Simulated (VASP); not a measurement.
# EuH4 (P6/mmm) in VASP: further runs

The runs below take EuH4 through single point, relaxation of cell and atoms, with PBE.

All numbers are computed with VASP 6.6.1; they aren't measurements. Logs are shortened: lines on timing, memory, paths and dates and some standing lists are left out, and cuts for length are marked.

## (1) The cell of the first run

It takes space group P6/mmm (No. 191, hexagonal). Conventional cell: a = 4.381 Å, b = 4.381 Å, c = 4.419 Å, α = 90.00°, β = 90.00°, γ = 120.00°. Eu (site symmetry 6/mmm) has 8 H at 2.19 to 2.21 Å within 2.9 Å. H (site symmetry mmm) has 4 H at 2.19 Å and 2 Eu at 2.19 Å within 2.9 Å. Within 2.9 Å of H (site symmetry 6/mmm) lie 2 Eu at 2.21 Å.

The cell was built from a structure type or drawn by symmetry, and may not be a known phase.

## (2) Single point, PBE, collinear spin, ferromagnetic start

File INCAR:

```
SYSTEM = EuH4
  PREC = Accurate
  ENCUT = 520
  EDIFF = 1E-7
  ISMEAR = 0
  SIGMA = 0.1
  LREAL = .False.
  LASPH = .True.
  NELM = 150
  ALGO = Normal
  ISIF = 2
  LWAVE = .False.
  LCHARG = .True.
  ISPIN = 2
  MAGMOM = 7 0 0 0 0
  LORBIT = 11
  LMAXMIX = 6
  GGA = PE
  LELF = .True.
  LVHAR = .True.
  NBANDS = 22
```

File KPOINTS:

```
Automatic mesh
0
Gamma
  6 6 4
  0 0 0
```

File POSCAR:

```
EuH4
1.0
    4.3808216639      0.0000000000      0.0000000000
   -2.1904108320      3.7939028504      0.0000000000
    0.0000000000      0.0000000000      4.4192756543
Eu H
1 4
Direct
    0.0000000000      0.0000000000      0.0000000000
    0.5000000000      0.0000000000      0.0000000000
    0.0000000000      0.5000000000      0.0000000000
    0.5000000000      0.5000000000      0.0000000000
    0.0000000000      0.0000000000      0.5000000000
```

Potentials or basis: VASP PAW PBE potentials, release 64 (Eu, H).

Command:

```sh
$ cat potpaw_PBE.64/Eu/POTCAR potpaw_PBE.64/H/POTCAR > POTCAR
$ mpirun -np 1 vasp_std > vasp.out
```

OUTCAR:

```text
SYSTEM = EuH4
   PREC = Accurate
   ENCUT = 520
   EDIFF = 1E-7
   ISMEAR = 0
   LREAL = .False.
   LASPH = .True.
   NELM = 150
   ISIF = 2
   ISPIN = 2
   LORBIT = 11
   GGA = PE

 ion  position               nearest neighbor table
   1  0.000  0.000  0.000-   4 2.19   4 2.19   2 2.19   2 2.19   3 2.19   3 2.19   5 2.21   5 2.21

   2  0.500  0.000  0.000-   1 2.19   1 2.19
   3  0.000  0.500  0.000-   1 2.19   1 2.19
   4  0.500  0.500  0.000-   1 2.19   1 2.19
   5  0.000  0.000  0.500-   1 2.21   1 2.21

  LATTYP: Found a hexagonal cell.
 ALAT       =     4.3808216639
 C/A-ratio  =     1.0087778032

  Lattice vectors:

 A1 = (   4.3808216639,   0.0000000000,   0.0000000000)
 A2 = (  -2.1904108320,   3.7939028504,   0.0000000000)
 A3 = (   0.0000000000,   0.0000000000,   4.4192756543)

Analysis of symmetry for initial positions (statically):
=====================================================================
 Subroutine PRICEL returns:
 Original cell was already a primitive cell.

 Routine SETGRP: Setting up the symmetry group for a
 hexagonal supercell.

 Subroutine GETGRP returns: Found 24 space group operations
 (whereof 24 operations were pure point group operations)
 out of a pool of 24 trial point group operations.

The static configuration has the point symmetry D_6h.

Analysis of symmetry for dynamics (positions and initial velocities):
=====================================================================
 Subroutine PRICEL returns:
 Original cell was already a primitive cell.

 Routine SETGRP: Setting up the symmetry group for a
 hexagonal supercell.

 Subroutine GETGRP returns: Found 24 space group operations
 (whereof 24 operations were pure point group operations)
 out of a pool of 24 trial point group operations.

The dynamic configuration has the point symmetry D_6h.

Analysis of structural, dynamic, and magnetic symmetry:
[... 138 lines left out ...]
   GGA     = PE    functional components
   LHFCALC =     F    Hartree Fock is set to
   AEXX    =    0.0000 exact exchange contribution
   IVDW    =     0    specifies the selected vdW correction
   LEPSILON=     F    determine dielectric tensor
   LRPA    =     F    only Hartree local field effects (RPA)
 spin polarized calculation
 Gauss-broadening in eV      SIGMA  =   0.10
  energy-cutoff  :      520.00
  volume of cell :       73.45
 maximum number of plane-waves:      2027
 NGX is ok and might be reduce to    36
   NGX = 17   NGY = 17   NGZ = 17

 number of electron      20.9999998 magnetization       2.1659687

 number of electron      20.9999997 magnetization     -11.2170333

 number of electron      20.9999997 magnetization      -6.4999206

 Free energy of the ion-electron system (eV)
  ---------------------------------------------------
  ext. energy  EPLUGINS =         0.00000000
  ---------------------------------------------------
  free energy    TOTEN  =       -23.06940325 eV

  energy without entropy =      -23.05225847  energy(sigma->0) =      -23.06083086

 E-fermi :  -1.5433     XC(G=0):  -7.5452

 val. band max:       -1.5550934352   @ k =   0.1667  -0.0000   0.5000
 cond. band min:      -1.4577935602   @ k =   0.0000   0.0000   0.5000
 fundamental gap:      0.0972998749
 Fermi energy:        -1.5433153779

 spin component 1

 k-point     1 :       0.0000    0.0000    0.0000
  band No.  band energies     occupation
      1     -39.2131      1.00000
      2     -18.5724      1.00000
      3     -18.5724      1.00000
      4     -18.5175      1.00000
      5      -6.5501      1.00000
      6      -3.7962      1.00000
[... 514 lines left out ...]
     21       8.8874      0.00000
     22       8.9450      0.00000
 Fermi energy:        -1.5433153779

 spin component 2

 k-point     1 :       0.0000    0.0000    0.0000
  band No.  band energies     occupation
      1     -42.0994      1.00000
      2     -20.6327      1.00000
      3     -20.6327      1.00000
      4     -20.5769      1.00000
      5      -6.8645      1.00000
      6      -3.6961      1.00000
[... 514 lines left out ...]
     21       8.2475      0.00000
     22       8.2507      0.00000

------------------------ aborting loop because EDIFF is reached ----------------------------------------

  FORCE on cell =-STRESS in cart. coord.  units (eV):
  Direction    XX          YY          ZZ          XY          YZ          ZX
  --------------------------------------------------------------------------------------
  -------------------------------------------------------------------------------------
  Total       -0.0177137     -0.0177137      0.0098724      0.0000000     -0.0000000      0.0000000
  in kB       -0.3863902     -0.3863902      0.2153485      0.0000000     -0.0000000      0.0000000
  external PRESSURE =      -0.1858106 kB  Pullay stress =       0.0000000 kB

 VOLUME and BASIS-vectors are now :
 -----------------------------------------------------------------------------
  energy-cutoff  :      520.00
  volume of cell :       73.45
      direct lattice vectors                 reciprocal lattice vectors
     4.380821664  0.000000000  0.000000000     0.228267681  0.131790407  0.000000000
    -2.190410832  3.793902850  0.000000000     0.000000000  0.263580814  0.000000000
     0.000000000  0.000000000  4.419275654     0.000000000  0.000000000  0.226281427

 POSITION                                       TOTAL-FORCE (eV/Angst)
 -----------------------------------------------------------------------------------
      0.00000      0.00000      0.00000        -0.000000      0.000000      0.000000
      2.19041      0.00000      0.00000        -0.000000      0.000000      0.000000
     -1.09521      1.89695      0.00000        -0.000000      0.000000      0.000000
      1.09521      1.89695      0.00000         0.000000      0.000000      0.000000
      0.00000      0.00000      2.20964        -0.000000      0.000000      0.000000
 -----------------------------------------------------------------------------------
    total drift:                               -0.000000     -0.000000     -0.000000

  FREE ENERGIE OF THE ION-ELECTRON SYSTEM (eV)
  ---------------------------------------------------
  free  energy   TOTEN  =       -23.0694032522 eV

  energy  without entropy=      -23.0522584651  energy(sigma->0) =      -23.06083086

 total charge

# of ion       s       p       d       f       tot
--------------------------------------------------
    1        2.051   5.733   0.498   6.332  14.614
    2        0.486   0.004   0.000   0.000   0.490
    3        0.486   0.004   0.000   0.000   0.490
    4        0.486   0.004   0.000   0.000   0.490
    5        0.541   0.002   0.000   0.000   0.543
--------------------------------------------------
tot          4.051   5.746   0.498   6.332  16.628

 magnetization (x)

# of ion       s       p       d       f       tot
--------------------------------------------------
    1        0.010   0.108  -0.061  -6.282  -6.225
    2       -0.030  -0.000   0.000   0.000  -0.030
    3       -0.030  -0.000   0.000   0.000  -0.030
    4       -0.030  -0.000   0.000   0.000  -0.030
    5        0.053  -0.000   0.000   0.000   0.053
--------------------------------------------------
tot         -0.027   0.107  -0.061  -6.282  -6.263
```

It took 7.5 min on 1 thread of AMD EPYC 9R45 (Zen 5), shared host; peak memory 0.25 GiB.

Results:

```yaml
Free_energy: -23.0694 eV
Pressure: 0.0 GPa
Net_moment: -6.50 μB per cell
Site_moments: Eu -6.22; H -0.03, +0.05 (each value once) μB
Valence_electrons_inside_the_program's_atomic_spheres: Eu 14.61; H 0.49, 0.54 (each value once)
```

Levels at points of the mesh, in eV from the Fermi level:
Spin up:
```csv
k point,band 3,band 4,band 5,band 6,band 7,band 8,band 9,band 10,band 11,band 12
"(0.00, 0.00, 0.00)",-17.03,-16.97,-5.01,-2.25,-0.74,-0.74,4.03,4.04,4.13,4.40
"(0.50, 0.00, 0.00)",-17.10,-16.96,-2.90,-1.98,-1.95,0.94,4.21,4.23,4.32,4.33
"(0.00, 0.00, 0.50)",-17.02,-17.02,-4.74,-0.78,-0.67,-0.67,3.76,4.04,4.05,4.39
"(0.50, 0.00, 0.50)",-17.12,-17.10,-2.63,-1.75,-0.30,1.02,2.44,4.20,4.32,4.37
```
Spin down:
| k point | band 10 | band 11 | band 12 | band 13 | band 14 | band 15 | band 16 | band 17 | band 18 | band 19 |
| --- | --- | --- | --- | --- | --- | --- | --- | --- | --- | --- |
| (0.00, 0.00, 0.00) | -0.35 | -0.35 | -0.30 | -0.30 | -0.25 | -0.19 | 5.55 | 5.55 | 7.05 | 8.03 |
| (0.50, 0.00, 0.00) | -0.34 | -0.31 | -0.29 | -0.27 | -0.17 | 1.59 | 3.92 | 5.14 | 5.18 | 5.19 |
| (0.00, 0.00, 0.50) | -0.33 | -0.33 | -0.31 | -0.31 | -0.25 | 0.09 | 4.64 | 4.64 | 5.34 | 6.04 |
| (0.50, 0.00, 0.50) | -0.32 | -0.32 | -0.29 | -0.18 | 0.58 | 1.70 | 2.10 | 4.10 | 5.10 | 5.24 |

Caveat: spin-orbit coupling is left out, which moves the levels of the heavy elements; semilocal functionals describe open f shells poorly, which spoils levels, moments and volumes. The state reached can hang on the start; a lower one may exist.

## (3) Single point, PBE, collinear spin, ferromagnetic start

This run uses another cell than the first one, of 15.17 Å³/atom.

File INCAR:

```
PREC = Accurate
ENCUT = 520
EDIFF = 1E-6
ISMEAR = 0
SIGMA = 0.1
LREAL = F
LASPH = T
NELM = 150
ALGO = Normal
ISIF = 2
LWAVE = F
LCHARG = F
ISPIN = 2
MAGMOM = 7 0 0 0 0
LORBIT = 11
LMAXMIX = 6
GGA = PE
NBANDS = 22
```

File KPOINTS:

```
regular mesh
0
Gamma
  6 6 4
```

POSCAR, as its differences from that of step 2:

```diff
@@ -2,5 +2,5 @@
 1.0
-    4.3808216639      0.0000000000      0.0000000000
-   -2.1904108320      3.7939028504      0.0000000000
-    0.0000000000      0.0000000000      4.4192756543
+    4.1431297600      0.0000000000      0.0000000000
+   -2.0715648800      3.5880556300      0.0000000000
+    0.0000000000      0.0000000000      5.1010848800
 Eu H
```

Potentials or basis: VASP PAW PBE potentials, release 64 (Eu, H).

Command:

```sh
$ cat potpaw_PBE.64/Eu/POTCAR potpaw_PBE.64/H/POTCAR > POTCAR
$ mpirun -np 1 vasp_std > vasp.out
```

It took 2.1 min on 1 thread of AMD EPYC 9R45 (Zen 5), shared host; peak memory 0.24 GiB.

It converged, with:

- Free energy: -22.6230 eV
- Pressure: 1.7 GPa
- Net moment: 6.42 μB per cell
- Site moments: Eu +6.24; H +0.03, -0.07 (each value once) μB
- Valence electrons inside the program's atomic spheres: Eu 14.68; H 0.52, 0.48 (each value once)

Stress tensor (GPa, compression positive):
```
 6.23  0.00  0.00
 0.00  6.23  0.00
 0.00  0.00 -7.37
```

Levels at points of the mesh, in eV from the Fermi level:
Spin up:
```
           k point  band 12  band 13  band 14  band 15  band 16  band 17
(0.00, 0.00, 0.00)    -0.28    -0.28    -0.24    -0.20     5.47     5.51
(0.50, 0.00, 0.00)    -0.27    -0.16    -0.13     2.15     3.14     4.99
(0.00, 0.00, 0.50)    -0.27    -0.27    -0.24    -0.11     4.18     5.21
(0.50, 0.00, 0.50)    -0.27    -0.08     0.50     2.18     2.22     4.57
```
Spin down:
| k point | band 3 | band 4 | band 5 | band 6 | band 7 | band 8 | band 9 | band 10 | band 11 | band 12 |
| --- | --- | --- | --- | --- | --- | --- | --- | --- | --- | --- |
| (0.00, 0.00, 0.00) | -17.06 | -17.00 | -5.55 | -1.60 | -1.06 | -1.06 | 3.92 | 4.01 | 4.12 | 4.41 |
| (0.50, 0.00, 0.00) | -17.19 | -16.97 | -3.28 | -1.81 | -1.10 | 1.07 | 3.74 | 4.26 | 4.29 | 4.32 |
| (0.00, 0.00, 0.50) | -17.06 | -17.03 | -5.47 | -1.04 | -1.04 | -0.94 | 3.93 | 3.98 | 4.01 | 4.40 |
| (0.50, 0.00, 0.50) | -17.19 | -17.00 | -3.22 | -1.75 | -0.24 | 1.08 | 2.58 | 4.25 | 4.31 | 4.41 |

Caveat: spin-orbit coupling is left out, which moves the levels of the heavy elements; semilocal functionals describe open f shells poorly, which spoils levels, moments and volumes. The state reached can hang on the start; a lower one may exist.

## (4) Relaxation of cell and atoms, PBE, collinear spin, ferromagnetic start

This run uses another cell than the first one, of 15.17 Å³/atom.

File INCAR:

```
PREC = Accurate
ENCUT = 600
EDIFF = 1E-6
ISMEAR = 0
SIGMA = 0.1
LREAL = F
LASPH = T
NELM = 150
ALGO = Normal
ISIF = 3
LWAVE = F
LCHARG = F
ISPIN = 2
MAGMOM = 7 0 0 0 0
LORBIT = 11
LMAXMIX = 6
GGA = PE
IBRION = 2
NSW = 90
EDIFFG = -0.04
```

File KPOINTS:

```
Automatic mesh
0
Gamma
  6 6 4
```

POSCAR is that of step 3.

Command:

```sh
$ cat potpaw_PBE.64/Eu/POTCAR potpaw_PBE.64/H/POTCAR > POTCAR
$ mpirun -np 1 vasp_std > vasp.out
```

It took 11 min on 1 thread of AMD EPYC 9R45 (Zen 5), shared host; peak memory 0.29 GiB.

It converged, with:

| Property | Result |
| --- | --- |
| Free energy | -23.0712 eV |
| Relaxed volume | 14.79 Å³/atom |
| Relaxed cell | a = 4.396 Å, b = 4.396 Å, c = 4.419 Å, α = 90.00°, β = 90.00°, γ = 120.00° |
| Space group after relaxing (to 0.1 Å) | P6/mmm (No. 191) |
| Energy gained by relaxing | 89.1 meV/atom |
| Ionic steps | 7 |
| Pressure after relaxing | -0.2 GPa |
| Net moment | 6.50 μB per cell |
| Site moments | Eu +6.23; H +0.03, -0.05 (each value once) μB |
| Valence electrons inside the program's atomic spheres | Eu 14.61; H 0.49, 0.54 (each value once) |

Stress tensor (GPa, compression positive):
```
-0.31  0.00  0.00
 0.00 -0.31  0.00
 0.00  0.00  0.12
```

Step by step:
```csv
step,energy change (eV),largest force (eV/Å),pressure (GPa),volume (Å³)
1,0.0000,0.0000,1.73,75.83
2,-0.2310,0.0000,-0.23,77.54
3,-0.3920,0.0000,-2.22,80.16
4,-0.4308,0.0000,-1.33,77.05
5,-0.4407,0.0000,-0.66,75.19
6,-0.4415,0.0000,-0.48,74.60
7,-0.4455,0.0000,-0.17,73.96
```

Final structure:
```yaml
crystal:
  lattice:
    - [4.39598, 0.00000, 0.00000]
    - [-2.19799, 3.80703, 0.00000]
    - [0.00000, 0.00000, 4.41941]
  atoms:
    - { symbol: Eu, position: [0.00000, 0.00000, 0.00000] }
    - { symbol: H, position: [0.50000, 0.00000, 0.00000] }
    - { symbol: H, position: [0.00000, 0.50000, 0.00000] }
    - { symbol: H, position: [0.50000, 0.50000, 0.00000] }
    - { symbol: H, position: [0.00000, 0.00000, 0.50000] }
```

Levels at points of the mesh, in eV from the Fermi level:
Spin up:
```csv
k point,band 12,band 13,band 14,band 15,band 16,band 17
"(0.00, 0.00, 0.00)",-0.30,-0.30,-0.26,-0.19,5.53,5.53
"(0.50, 0.00, 0.00)",-0.29,-0.27,-0.17,1.57,3.94,5.15
"(0.00, 0.00, 0.50)",-0.31,-0.31,-0.26,0.09,4.62,4.62
"(0.50, 0.00, 0.50)",-0.29,-0.18,0.58,1.67,2.12,4.09
```
Spin down:
| k point | band 4 | band 5 | band 6 | band 7 | band 8 | band 9 | band 10 | band 11 |
| --- | --- | --- | --- | --- | --- | --- | --- | --- |
| (0.00, 0.00, 0.00) | -16.98 | -4.97 | -2.24 | -0.72 | -0.72 | 4.04 | 4.04 | 4.13 |
| (0.50, 0.00, 0.00) | -16.97 | -2.88 | -1.98 | -1.95 | 0.94 | 4.22 | 4.23 | 4.33 |
| (0.00, 0.00, 0.50) | -17.03 | -4.70 | -0.77 | -0.65 | -0.65 | 3.77 | 4.04 | 4.06 |
| (0.50, 0.00, 0.50) | -17.10 | -2.60 | -1.75 | -0.30 | 1.01 | 2.46 | 4.21 | 4.33 |

Caveat: spin-orbit coupling is left out, which moves the levels of the heavy elements; semilocal functionals describe open f shells poorly, which spoils levels, moments and volumes. The state reached can hang on the start; a lower one may exist.

## (5) Overview

| task | cell | cutoff (eV) | gap on the mesh (eV) | pressure (GPa) | moment (μB) |
| --- | --- | --- | --- | --- | --- |
| single point | a = 4.381, b = 4.381, c = 4.419 Å, angles 90.0, 90.0, 120.0°, 5 atoms | 520 | none | 0.0 | 6.50 |
| single point | a = 4.143, b = 4.143, c = 5.101 Å, angles 90.0, 90.0, 120.0°, 5 atoms | 520 | none | 1.7 | 6.42 |
| relaxation of cell and atoms | relaxed from a = 4.143, b = 4.143, c = 5.101 Å, angles 90.0, 90.0, 120.0°, 5 atoms | 600 | none | -0.2 | 6.50 |

Alike in all rows: level PBE; potentials or basis VASP PAW PBE potentials, release 64 (Eu, H); spin collinear, ferromagnetic start; k mesh 6 × 6 × 4; smearing gaussian 0.1 eV.

Caveats: spin-orbit coupling is left out, which moves the levels of the heavy elements; semilocal functionals describe open f shells poorly, which spoils levels, moments and volumes.

Absolute energies hang on the potentials; compare differences alone.
